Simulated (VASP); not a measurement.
Set up this calculation in VASP 6.6.1, as the native input.

| Item | Value |
| --- | --- |
| Task | single point |
| Functional | PBE |
| Potentials or basis | VASP PAW PBE potentials, release 64 (Ag, Br) |
| Cutoff | 500 eV |
| k mesh | 9 × 9 × 9 |
| Occupations | fermi-dirac, width 0.03 eV |
| Spin | no spin polarisation |
| Dipole correction | no |
| Further INCAR settings | ALGO = Normal; EDIFF = 1e-06; NBANDS = 16 |

The structure of AgBr lies in POSCAR:

```
AgBr
1.0
    0.0000000000      2.6644112382      2.6644112382
    2.6644112382      0.0000000000      2.6644112382
    2.6644112382      2.6644112382      0.0000000000
Ag Br
1 1
Direct
    0.0000000000      0.0000000000      0.0000000000
    0.5000000000      0.5000000000      0.5000000000
```

One way to write it, as run:

INCAR

```
PREC = Accurate
ENCUT = 500
EDIFF = 1E-6
ISMEAR = -1
SIGMA = 0.03
LREAL = False
LASPH = True
NELM = 120
ALGO = Normal
ISIF = 2
LWAVE = False
LCHARG = False
GGA = PE
NBANDS = 16
GGA_COMPAT = False
```

KPOINTS

```
Automatic mesh
0
Gamma
  9 9 9
```

Potentials or basis: VASP PAW PBE potentials, release 64 (Ag, Br).

Command:

```sh
$ cat potpaw_PBE.64/Ag/POTCAR potpaw_PBE.64/Br/POTCAR > POTCAR
$ mpirun -np 1 vasp_std > vasp.out
```

It gave:

```json
{"Pressure": "22.2 GPa", "Band gap on the k mesh": "0.84 eV (least direct gap 3.11 eV)"}
```

Caveat: the cell stands under pressure; an odd mesh through Γ misses points on the zone boundary, where band edges can lie.

Wall time 23 s on 1 thread of Intel Xeon 8259CL, on a shared host, peak memory 0.17 GiB.
